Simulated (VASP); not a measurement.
# Ir (Fm-3m) in VASP: single point with LDA

Aim: the single point of Ir with LDA.

All numbers are computed with VASP 6.6.1; they aren't measurements. Logs are shortened: lines on timing, memory, paths and dates and some standing lists are left out, and cuts for length are marked.

**1. The cell of the first run**

The structure is cubic, space group Fm-3m (No. 225). The conventional cell has a = 3.831 Å, b = 3.831 Å, c = 3.831 Å, α = 90.00°, β = 90.00°, γ = 90.00°. Ir (site symmetry m-3m) has 12 Ir at 2.71 Å within 3.6 Å.

**2. Single point, LDA, non-collinear spin, zero start, spin-orbit coupling**

Input file INCAR:

```
  PREC = Accurate
  ENCUT = 520
  EDIFF = 1E-7
  ISMEAR = -1
  SIGMA = 0.05
  LREAL = False
  LASPH = True
  NELM = 150
  ALGO = Normal
  ISIF = 2
  LWAVE = False
  LCHARG = False
  LNONCOLLINEAR = True
  MAGMOM = 0 0 0
  LORBIT = 11
  LSORBIT = True
  GGA_COMPAT = False
  LORBMOM = True
  LMAXMIX = 4
  GGA = CA
  NBANDS = 20
```

Input file KPOINTS:

```
regular mesh
0
Gamma
  9 9 9
```

Input file POSCAR:

```
Ir
1.0
    0.0000000000      1.9156000000      1.9156000000
    1.9156000000      0.0000000000      1.9156000000
    1.9156000000      1.9156000000      0.0000000000
Ir
1
Direct
    0.0000000000      0.0000000000      0.0000000000
```

Potentials or basis: VASP PAW LDA potentials, release 64 (Ir).

Command:

```sh
cat potpaw_LDA.64/Ir/POTCAR > POTCAR
mpirun -np 1 vasp_ncl > vasp.out
```

OUTCAR:

```text
PREC = Accurate
   ENCUT = 520
   EDIFF = 1E-7
   ISMEAR = -1
   LREAL = False
   LASPH = True
   NELM = 150
   ISIF = 2
   LNONCOLLINEAR = True
   LORBIT = 11
   LSORBIT = True
   GGA = CA

 ion  position               nearest neighbor table
   1  0.000  0.000  0.000-

  LATTYP: Found a face centered cubic cell.
 ALAT       =     3.8312000000

  Lattice vectors:

 A1 = (   0.0000000000,   1.9156000000,   1.9156000000)
 A2 = (   1.9156000000,   0.0000000000,   1.9156000000)
 A3 = (   1.9156000000,   1.9156000000,   0.0000000000)

Analysis of symmetry for initial positions (statically):
=====================================================================
 Subroutine PRICEL returns:
 Original cell was already a primitive cell.

 Routine SETGRP: Setting up the symmetry group for a
 face centered cubic supercell.

 Subroutine GETGRP returns: Found 48 space group operations
 (whereof 48 operations were pure point group operations)
 out of a pool of 48 trial point group operations.

The static configuration has the point symmetry O_h .

Analysis of symmetry for dynamics (positions and initial velocities):
=====================================================================
 Subroutine PRICEL returns:
 Original cell was already a primitive cell.

 Routine SETGRP: Setting up the symmetry group for a
 face centered cubic supercell.

 Subroutine GETGRP returns: Found 48 space group operations
 (whereof 48 operations were pure point group operations)
 out of a pool of 48 trial point group operations.

The dynamic configuration has the point symmetry O_h .

Analysis of structural, dynamic, and magnetic symmetry:
=====================================================================
 Subroutine PRICEL returns:
 Original cell was already a primitive cell.

 Routine SETGRP: Setting up the symmetry group for a
 face centered cubic supercell.

 Subroutine GETGRP returns: Found 48 space group operations
 (whereof 48 operations were pure point group operations)
 out of a pool of 48 trial point group operations.

The overall configuration has the point symmetry O_h .

 Subroutine INISYM returns: Found 48 space group operations
 (whereof 48 operations are pure point group operations),
 and found     1 'primitive' translations

----------------------------------------------------------------------------------------

                                     Primitive cell

  volume of cell :      14.0587

  direct lattice vectors                    reciprocal lattice vectors
     0.000000000  1.915600000  1.915600000    -0.261014826  0.261014826  0.261014826
     1.915600000  0.000000000  1.915600000     0.261014826 -0.261014826  0.261014826
     1.915600000  1.915600000  0.000000000     0.261014826  0.261014826 -0.261014826

  length of vectors
     2.709067500  2.709067500  2.709067500     0.452090940  0.452090940  0.452090940

  position of ions in fractional coordinates (direct lattice)
     0.000000000  0.000000000  0.000000000

  ion indices of the primitive-cell ions
   primitive index   ion index
                 1           1

----------------------------------------------------------------------------------------

 KPOINTS: regular mesh

Automatic generation of k-mesh.
 Grid dimensions read from file:
 generate k-points for:    9    9    9

 Generating k-lattice:

  Cartesian coordinates                     Fractional coordinates (reciprocal lattice)
    -0.029001647  0.029001647  0.029001647     0.111111111  0.000000000  0.000000000
     0.029001647 -0.029001647  0.029001647     0.000000000  0.111111111  0.000000000
     0.029001647  0.029001647 -0.029001647     0.000000000  0.000000000  0.111111111

  Length of vectors
     0.050232327  0.050232327  0.050232327

  Shift w.r.t. Gamma in fractional coordinates (k-lattice)
     0.000000000  0.000000000  0.000000000

 Subroutine IBZKPT returns following result:
[... 41 lines left out ...]
   ISTART =      0    job   : 0-new  1-cont  2-samecut
   ICHARG =      2    charge: 1-file 2-atom 10-const
   ISPIN  =      1    spin polarized calculation?
   LNONCOLLINEAR =      T non collinear calculations
   LSORBIT =      T    spin-orbit coupling
   LASPH  =      T    aspherical Exc in radial PAW
   ENCUT  =  520.0 eV  38.22 Ry    6.18 a.u.   5.04  5.04  5.04*2*pi/ulx,y,z
   NELM   =    150;   NELMIN=  2; NELMDL= -5     # of ELM steps
   EDIFF  = 0.1E-06   stopping-criterion for ELM
   LREAL  =      F    real-space projection
   EDIFFG = 0.1E-05   stopping-criterion for IOM
   NSW    =      0    number of steps for IOM
   IBRION =     -1    ionic relax: 0-MD 1-quasi-New 2-CG
   NFREE  =      0    steps in history (QN), initial steepest desc. (CG)
   ISIF   =      2    stress and relaxation
   ISYM   =      2    0-nonsym 1-usesym 2-fastsym
   POTIM  = 0.5000    time-step for ionic-motion
   TEBEG  =    0.0;   TEEND  =   0.0 temperature during run
   PSTRESS=    0.0 pullay stress
   NELECT =       9.0000    total number of electrons
   NUPDOWN=      -1.0000    fix difference up-down
   EMIN   =  10.00;   EMAX   =-10.00  energy-range for DOS
   EFERMI =   0.00;   METHOD = LEGACY
   ISMEAR =    -1;   SIGMA  =   0.05  broadening in eV -4-tet -1-fermi 0-gaus
   EFERMI_NEDOS =   21; number of points for ismear=-14 and -15
   IALGO  =     38    algorithm
   IMIX   =      4    mixing-type and parameters
     AMIX     =   0.40;   BMIX     =  1.00
     AMIX_MAG =   1.60;   BMIX_MAG =  1.00
  volume/ion in A,a.u.               =      14.06        94.87
  Fermi-wavevector in a.u.,A,eV,Ry     =   1.410937  2.666284 27.085691  1.990742
  Thomas-Fermi vector in A             =   2.532839
   LORBIT       =     11    0 simple, 1 ext, 2 COOP (PROOUT), +10 PAW based schemes
   GGA     = CA    functional components
   LHFCALC =     F    Hartree Fock is set to
   AEXX    =    0.0000 exact exchange contribution
   IVDW    =     0    specifies the selected vdW correction
   LEPSILON=     F    determine dielectric tensor
   LRPA    =     F    only Hartree local field effects (RPA)
  energy-cutoff  :      520.00
  volume of cell :       14.06
 maximum number of plane-waves:       770
   NGX =  9   NGY =  9   NGZ =  9

 number of electron       9.0000000 magnetization       0.0000000      0.0000000      0.0000000

 number of electron       9.0000000 magnetization      -0.0000000     -0.0000000      0.0000000

 number of electron       9.0000000 magnetization       0.0000000      0.0000000     -0.0000000

 Free energy of the ion-electron system (eV)
  ---------------------------------------------------
  ext. energy  EPLUGINS =         0.00000000
  ---------------------------------------------------
  free energy    TOTEN  =       -10.74689154 eV

  energy without entropy =      -10.74334298  energy(sigma->0) =      -10.74511726

 E-fermi :  10.4167     XC(G=0): -14.1758

 val. band max:       10.4008846196   @ k =  -0.4444   0.4444   0.1111
 cond. band min:      10.5049386750   @ k =  -0.3333   0.3333   0.0000
 fundamental gap:      0.1040540554
 Fermi energy:        10.4167238147

 k-point     1 :       0.0000    0.0000    0.0000
  band No.  band energies     occupation
      1      -0.7484      1.00000
      2      -0.7484      1.00000
      3       6.1132      1.00000
      4       6.1132      1.00000
      5       6.1132      1.00000
      6       6.1132      1.00000
[... 541 lines left out ...]
     19      31.5711      0.00000
     20      31.5711      0.00000

 [... further k-points ...]
[... 5 lines left out ...]
  --------------------------------------------------------------------------------------
  -------------------------------------------------------------------------------------
  Total       -0.2773097     -0.2773097     -0.2773097      0.0000000      0.0000000      0.0000000
  in kB      -31.6032040    -31.6032040    -31.6032040      0.0000000      0.0000000      0.0000000
  external PRESSURE =     -31.6032040 kB  Pullay stress =       0.0000000 kB

 VOLUME and BASIS-vectors are now :
 -----------------------------------------------------------------------------
  energy-cutoff  :      520.00
  volume of cell :       14.06
      direct lattice vectors                 reciprocal lattice vectors
     0.000000000  1.915600000  1.915600000    -0.261014826  0.261014826  0.261014826
     1.915600000  0.000000000  1.915600000     0.261014826 -0.261014826  0.261014826
     1.915600000  1.915600000  0.000000000     0.261014826  0.261014826 -0.261014826

 POSITION                                       TOTAL-FORCE (eV/Angst)
 -----------------------------------------------------------------------------------
      0.00000      0.00000      0.00000        -0.000000      0.000000     -0.000000
 -----------------------------------------------------------------------------------
    total drift:                                0.000000      0.000000      0.000000

  FREE ENERGIE OF THE ION-ELECTRON SYSTEM (eV)
  ---------------------------------------------------
  free  energy   TOTEN  =       -10.7468915377 eV

  energy  without entropy=      -10.7433429778  energy(sigma->0) =      -10.74511726

 orbital moment (x)

 # of ion     p       d       tot
 ----------------------------------------
  1         0.000   0.000   0.000
 ----------------------------------------
            0.000   0.000   0.000

 orbital moment (y)

 # of ion     p       d       tot
 ----------------------------------------
  1         0.000  -0.000  -0.000
 ----------------------------------------
            0.000  -0.000  -0.000

 orbital moment (z)

 # of ion     p       d       tot
 ----------------------------------------
  1        -0.000   0.000  -0.000
 ----------------------------------------
           -0.000   0.000  -0.000

 Spin-Orbit-Coupling matrix elements

 Ion:    1  E_soc:     -0.7951606
 l=   1
     0.0000000    -0.0395040    -0.0395040
    -0.0395040     0.0000000    -0.0395040
    -0.0395040    -0.0395040     0.0000000
 l=   2
     0.0000000    -0.0148815     0.0000000    -0.0148815    -0.0781413
    -0.0148815     0.0000000    -0.0586060    -0.0148815    -0.0195353
     0.0000000    -0.0586060     0.0000000    -0.0586060     0.0000000
    -0.0148815    -0.0148815    -0.0586060     0.0000000    -0.0195353
    -0.0781413    -0.0195353     0.0000000    -0.0195353     0.0000000
 l=   3
     0.0000000     0.0000000     0.0000000     0.0000000     0.0000000     0.0000000     0.0000000
     0.0000000     0.0000000     0.0000000     0.0000000     0.0000000     0.0000000     0.0000000
     0.0000000     0.0000000     0.0000000     0.0000000     0.0000000     0.0000000     0.0000000
     0.0000000     0.0000000     0.0000000     0.0000000     0.0000000     0.0000000     0.0000000
     0.0000000     0.0000000     0.0000000     0.0000000     0.0000000     0.0000000     0.0000000
     0.0000000     0.0000000     0.0000000     0.0000000     0.0000000     0.0000000     0.0000000
     0.0000000     0.0000000     0.0000000     0.0000000     0.0000000     0.0000000     0.0000000

 total charge

# of ion       s       p       d       tot
------------------------------------------
    1        0.680   0.758   7.002   8.439

 magnetization (x)

# of ion       s       p       d       tot
------------------------------------------
    1       -0.000   0.000   0.000  -0.000

 magnetization (y)

# of ion       s       p       d       tot
------------------------------------------
    1       -0.000  -0.000   0.000  -0.000

 magnetization (z)

# of ion       s       p       d       tot
------------------------------------------
    1        0.000  -0.000   0.000  -0.000
```

Run time: 31 s. Hardware: 1 thread of Intel Xeon 8259CL, shared host; peak memory 0.15 GiB.

Results:

```
Free energy                                           : -10.7469 eV
Pressure                                              : -3.2 GPa
Net moment                                            : 0.00 μB per cell
Valence electrons inside the program's atomic spheres : Ir 8.44
```

Moments on the atoms (μB; x, y, z):
```
Ir  0.00 0.00 0.00
```

Caveat: the cell stands under tension.
